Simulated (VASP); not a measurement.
# Na (Im-3m) in VASP: further runs

The runs below take Na through single point, with RPBE.

All numbers are computed with VASP 6.6.1; they aren't measurements. Logs are shortened: lines on timing, memory, paths and dates and some standing lists are left out, and cuts for length are marked.

### 1 The cell of the first run

The structure is cubic, space group Im-3m (No. 229). Conventional cell: a = 4.398 Å, b = 4.398 Å, c = 4.398 Å, α = 90.00°, β = 90.00°, γ = 90.00°. Within 5.0 Å of Na (site symmetry m-3m) lie 14 Na at 3.81 to 4.40 Å.

### 2 Single point, RPBE (volume scaled by 1.08)

The input, INCAR:

```
  PREC = Accurate
  ENCUT = 520
  EDIFF = 1E-6
  ISMEAR = -1
  SIGMA = 0.1
  LREAL = F
  LASPH = T
  NELM = 80
  ALGO = Normal
  ISIF = 2
  LWAVE = F
  LCHARG = T
  GGA = RP
  LELF = T
  LVHAR = T
  NBANDS = 10
```

The input, KPOINTS:

```
Automatic mesh
0
Gamma
  17 17 17
```

The input, POSCAR:

```
Na
1.0
   -2.1992236141      2.1992236141      2.1992236141
    2.1992236141     -2.1992236141      2.1992236141
    2.1992236141      2.1992236141     -2.1992236141
Na
1
Direct
    0.0000000000      0.0000000000      0.0000000000
```

Potentials or basis: VASP PAW PBE potentials, release 64 (Na_pv).

Started as:

```
$ cat potpaw_PBE.64/Na_pv/POTCAR > POTCAR
$ mpirun -np 1 vasp_std > vasp.out
```

OUTCAR:

```text
PREC = Accurate
   ENCUT = 520
   EDIFF = 1E-6
   ISMEAR = -1
   LREAL = F
   LASPH = T
   NELM = 80
   ISIF = 2
   GGA = RP

 ion  position               nearest neighbor table
   1  0.000  0.000  0.000-

  LATTYP: Found a body centered cubic cell.
 ALAT       =     4.3984472282

  Lattice vectors:

 A1 = (  -2.1992236141,   2.1992236141,   2.1992236141)
 A2 = (   2.1992236141,  -2.1992236141,   2.1992236141)
 A3 = (   2.1992236141,   2.1992236141,  -2.1992236141)

Analysis of symmetry for initial positions (statically):
=====================================================================
 Subroutine PRICEL returns:
 Original cell was already a primitive cell.

 Routine SETGRP: Setting up the symmetry group for a
 body centered cubic supercell.

 Subroutine GETGRP returns: Found 48 space group operations
 (whereof 48 operations were pure point group operations)
 out of a pool of 48 trial point group operations.

The static configuration has the point symmetry O_h .

Analysis of symmetry for dynamics (positions and initial velocities):
=====================================================================
 Subroutine PRICEL returns:
 Original cell was already a primitive cell.

 Routine SETGRP: Setting up the symmetry group for a
 body centered cubic supercell.

 Subroutine GETGRP returns: Found 48 space group operations
 (whereof 48 operations were pure point group operations)
 out of a pool of 48 trial point group operations.

The dynamic configuration has the point symmetry O_h .

 Subroutine INISYM returns: Found 48 space group operations
 (whereof 48 operations are pure point group operations),
 and found     1 'primitive' translations

----------------------------------------------------------------------------------------

                                     Primitive cell

  volume of cell :      42.5469

  direct lattice vectors                    reciprocal lattice vectors
    -2.199223614  2.199223614  2.199223614     0.000000000  0.227352961  0.227352961
     2.199223614 -2.199223614  2.199223614     0.227352961  0.000000000  0.227352961
     2.199223614  2.199223614 -2.199223614     0.227352961  0.227352961  0.000000000

  length of vectors
     3.809167037  3.809167037  3.809167037     0.321525641  0.321525641  0.321525641

  position of ions in fractional coordinates (direct lattice)
     0.000000000  0.000000000  0.000000000

  ion indices of the primitive-cell ions
   primitive index   ion index
                 1           1

----------------------------------------------------------------------------------------

 KPOINTS: Automatic mesh

Automatic generation of k-mesh.
 Grid dimensions read from file:
 generate k-points for:   17   17   17

 Generating k-lattice:

  Cartesian coordinates                     Fractional coordinates (reciprocal lattice)
     0.000000000  0.013373704  0.013373704     0.058823529  0.000000000  0.000000000
     0.013373704  0.000000000  0.013373704     0.000000000  0.058823529  0.000000000
     0.013373704  0.013373704  0.000000000     0.000000000  0.000000000  0.058823529

  Length of vectors
     0.018913273  0.018913273  0.018913273

  Shift w.r.t. Gamma in fractional coordinates (k-lattice)
     0.000000000  0.000000000  0.000000000

 Subroutine IBZKPT returns following result:
 ===========================================

 Found    165 irreducible k-points:

 Following reciprocal coordinates:
            Coordinates               Weight
  0.000000  0.000000  0.000000      1.000000
  0.058824  0.000000  0.000000     12.000000
  0.117647  0.000000  0.000000     12.000000
  0.176471  0.000000  0.000000     12.000000
  0.235294  0.000000  0.000000     12.000000
  0.294118  0.000000  0.000000     12.000000
[... 16 lines left out ...]
  0.411765  0.117647  0.000000     48.000000
  0.176471  0.176471  0.000000     24.000000
 [... further k-points ...]
   k-points           NKPTS =    165   k-points in BZ     NKDIM =    165   number of bands    NBANDS=     10
   number of dos      NEDOS =    301   number of ions     NIONS =      1
   total plane-waves  NPLWV =  21952
   dimension x,y,z NGX =    28 NGY =   28 NGZ =   28
   dimension x,y,z NGXF=    56 NGYF=   56 NGZF=   56
   ions per type =               1
   NGX,Y,Z   is equivalent  to a cutoff of  12.22, 12.22, 12.22 a.u.
   NGXF,Y,Z  is equivalent  to a cutoff of  24.44, 24.44, 24.44 a.u.
 SYSTEM =  unknown system
   PREC   = accura    normal or accurate (medium, high low for compatibility)
   ISTART =      0    job   : 0-new  1-cont  2-samecut
   ICHARG =      2    charge: 1-file 2-atom 10-const
   ISPIN  =      1    spin polarized calculation?
   LNONCOLLINEAR =      F non collinear calculations
   LSORBIT =      F    spin-orbit coupling
   LASPH  =      T    aspherical Exc in radial PAW
   ENCUT  =  520.0 eV  38.22 Ry    6.18 a.u.   7.08  7.08  7.08*2*pi/ulx,y,z
   NELM   =     80;   NELMIN=  2; NELMDL= -5     # of ELM steps
   EDIFF  = 0.1E-05   stopping-criterion for ELM
   LREAL  =      F    real-space projection
   EDIFFG = 0.1E-04   stopping-criterion for IOM
   NSW    =      0    number of steps for IOM
   IBRION =     -1    ionic relax: 0-MD 1-quasi-New 2-CG
   NFREE  =      0    steps in history (QN), initial steepest desc. (CG)
   ISIF   =      2    stress and relaxation
   ISYM   =      2    0-nonsym 1-usesym 2-fastsym
   POTIM  = 0.5000    time-step for ionic-motion
   TEBEG  =    0.0;   TEEND  =   0.0 temperature during run
   PSTRESS=    0.0 pullay stress
   NELECT =       7.0000    total number of electrons
   NUPDOWN=      -1.0000    fix difference up-down
   EMIN   =  10.00;   EMAX   =-10.00  energy-range for DOS
   EFERMI =   0.00;   METHOD = LEGACY
   ISMEAR =    -1;   SIGMA  =   0.10  broadening in eV -4-tet -1-fermi 0-gaus
   EFERMI_NEDOS =   21; number of points for ismear=-14 and -15
   IALGO  =     38    algorithm
   IMIX   =      4    mixing-type and parameters
     AMIX     =   0.40;   BMIX     =  1.00
     AMIX_MAG =   1.60;   BMIX_MAG =  1.00
  volume/ion in A,a.u.               =      42.55       287.12
  Fermi-wavevector in a.u.,A,eV,Ry     =   0.897053  1.695184 10.948665  0.804704
  Thomas-Fermi vector in A             =   2.019589
   LORBIT       =      0    0 simple, 1 ext, 2 COOP (PROOUT), +10 PAW based schemes
   GGA     = RP    functional components
   LHFCALC =     F    Hartree Fock is set to
   AEXX    =    0.0000 exact exchange contribution
   IVDW    =     0    specifies the selected vdW correction
   LEPSILON=     F    determine dielectric tensor
   LRPA    =     F    only Hartree local field effects (RPA)
 non-spin polarized calculation
  energy-cutoff  :      520.00
  volume of cell :       42.55
 maximum number of plane-waves:      1159
   NGX = 15   NGY = 15   NGZ = 15

 number of electron       6.9999985 magnetization

 Free energy of the ion-electron system (eV)
  ---------------------------------------------------
  ext. energy  EPLUGINS =         0.00000000
  ---------------------------------------------------
  free energy    TOTEN  =        -1.19888299 eV

  energy without entropy =       -1.18164409  energy(sigma->0) =       -1.19026354

 E-fermi :   0.0685     XC(G=0):  -6.0518

 val. band max:        0.0405236711   @ k =  -0.3529   0.4118   0.1765
 cond. band min:       0.1405701748   @ k =   0.4118   0.0588  -0.0000
 fundamental gap:      0.1000465037
 Fermi energy:         0.0684934153

 k-point     1 :       0.0000    0.0000    0.0000
  band No.  band energies     occupation
      1     -24.9466      2.00000
      2     -24.9466      2.00000
      3     -24.9466      2.00000
      4      -2.9295      2.00000
      5      10.9572      0.00000
      6      10.9573      0.00000
      7      10.9573      0.00000
      8      11.8340      0.00000
      9      11.8340      0.00000
     10      12.2882      0.00000

 k-point     2 :       0.0588    0.0000    0.0000
  band No.  band energies     occupation
      1     -24.9473      2.00000
      2     -24.9469      2.00000
      3     -24.9466      2.00000
      4      -2.8742      2.00000
      5      10.1019      0.00000
      6      10.5463      0.00000
      7      10.6765      0.00000
      8      11.2672      0.00000
      9      11.3975      0.00000
     10      12.4473      0.00000

 k-point     3 :       0.1176    0.0000    0.0000
  band No.  band energies     occupation
      1     -24.9494      2.00000
      2     -24.9476      2.00000
      3     -24.9466      2.00000
      4      -2.7084      2.00000
      5       8.6733      0.00000
      6       9.8930      0.00000
      7      10.1737      0.00000
      8      10.5994      0.00000
      9      11.1450      0.00000
     10      12.5188      0.00000

 k-point     4 :       0.1765    0.0000    0.0000
  band No.  band energies     occupation
      1     -24.9525      2.00000
      2     -24.9487      2.00000
      3     -24.9466      2.00000
      4      -2.4331      2.00000
      5       7.2639      0.00000
      6       9.2854      0.00000
      7       9.6859      0.00000
      8      10.0180      0.00000
      9      10.8071      0.00000
     10      12.7885      0.00000
[... 222 lines left out ...]
 k-point    22 :       0.3529    0.1176    0.0000
  band No.  band energies     occupation
      1     -24.9656      2.00000
      2     -24.9541      2.00000
      3     -24.9475      2.00000
      4      -0.1192      1.73463
      5       2.5776      0.00000
      6       6.0620      0.00000
      7       7.9653      0.00000
      8       9.6163      0.00000
      9      11.4338      0.00000
     10      13.1982      0.00000

 k-point    23 :       0.4118    0.1176    0.0000
  band No.  band energies     occupation
      1     -24.9667      2.00000
      2     -24.9547      2.00000
      3     -24.9475      2.00000
      4       0.6465      0.00616
      5       1.6223      0.00000
      6       5.9588      0.00000
      7       7.8677      0.00000
      8       9.5200      0.00000
      9      11.3596      0.00000
     10      13.7548      0.00000

 k-point    24 :       0.1765    0.1765    0.0000
  band No.  band energies     occupation
      1     -24.9600      2.00000
      2     -24.9512      2.00000
      3     -24.9479      2.00000
      4      -1.4527      2.00000
      5       5.3538      0.00000
      6       5.9483      0.00000
      7       8.3994      0.00000
      8      10.5706      0.00000
      9      11.3222      0.00000
     10      13.5872      0.00000

 [... further k-points ...]
[... 5 lines left out ...]
  --------------------------------------------------------------------------------------
  -------------------------------------------------------------------------------------
  Total       -0.1143587     -0.1143587     -0.1143587      0.0000000      0.0000000     -0.0000000
  in kB       -4.3063742     -4.3063742     -4.3063742      0.0000000      0.0000000     -0.0000000
  external PRESSURE =      -4.3063742 kB  Pullay stress =       0.0000000 kB

 VOLUME and BASIS-vectors are now :
 -----------------------------------------------------------------------------
  energy-cutoff  :      520.00
  volume of cell :       42.55
      direct lattice vectors                 reciprocal lattice vectors
    -2.199223614  2.199223614  2.199223614     0.000000000  0.227352961  0.227352961
     2.199223614 -2.199223614  2.199223614     0.227352961  0.000000000  0.227352961
     2.199223614  2.199223614 -2.199223614     0.227352961  0.227352961  0.000000000

 POSITION                                       TOTAL-FORCE (eV/Angst)
 -----------------------------------------------------------------------------------
      0.00000      0.00000      0.00000         0.000000      0.000000      0.000000
 -----------------------------------------------------------------------------------
    total drift:                               -0.000000     -0.000000     -0.000000

  FREE ENERGIE OF THE ION-ELECTRON SYSTEM (eV)
  ---------------------------------------------------
  free  energy   TOTEN  =        -1.1988829872 eV

  energy  without entropy=       -1.1816440884  energy(sigma->0) =       -1.19026354
```

Wall time 25 s (1 thread of Intel Xeon Platinum 8559C (Emerald Rapids), shared host); peak memory 0.19 GiB.

Results:

* Free energy: -1.1989 eV
* Pressure: -0.4 GPa

Caveat: the PAW data sets were made with another functional, which shifts forces and pressure a little.

### 3 Single point, RPBE (volume scaled by 1.12)

The input, INCAR:

```
ALGO     = Normal         # electronic algorithm
EDIFF    = 1E-7           # SCF threshold, eV
ENCUT    = 520            # plane-wave cutoff, eV
GGA      = RP             # functional
ISIF     = 2              # what is computed and relaxed
ISMEAR   = -1             # smearing method
LASPH    = True           # aspherical terms in the spheres
LCHARG   = False          # write CHGCAR
LREAL    = False          # projectors in reciprocal space
LWAVE    = False          # write WAVECAR
NBANDS   = 10             # bands
NELM     = 80             # most SCF steps
PREC     = Accurate       # precision mode
SIGMA    = 0.1            # smearing width, eV
```

The input, KPOINTS:

```
k-points
0
Gamma
  17 17 17
```

The input, POSCAR:

```
Na
1.0
   -2.2260460578      2.2260460578      2.2260460578
    2.2260460578     -2.2260460578      2.2260460578
    2.2260460578      2.2260460578     -2.2260460578
Na
1
Direct
    0.0000000000      0.0000000000      0.0000000000
```

Potentials or basis: VASP PAW PBE potentials, release 64 (Na_pv).

Started as:

```
$ cat potpaw_PBE.64/Na_pv/POTCAR > POTCAR
$ mpirun -np 1 vasp_std > vasp.out
```

Run time: 24 s. Hardware: 1 thread of Intel Xeon Platinum 8559C (Emerald Rapids), shared host; peak memory 0.2 GiB.

The run converged. Its results:

| Property | Result |
| --- | --- |
| Free energy | -1.1936 eV |
| Pressure | -0.6 GPa |

Levels at points of the mesh, in eV from the Fermi level:
```csv
k point,band 1,band 2,band 3,band 4,band 5,band 6,band 7,band 8,band 9
"(0.00, 0.00, 0.00)",-25.05,-25.05,-25.05,-2.93,10.67,10.67,10.67,11.53,11.53
```

Caveat: the PAW data sets were made with another functional, which shifts forces and pressure a little.
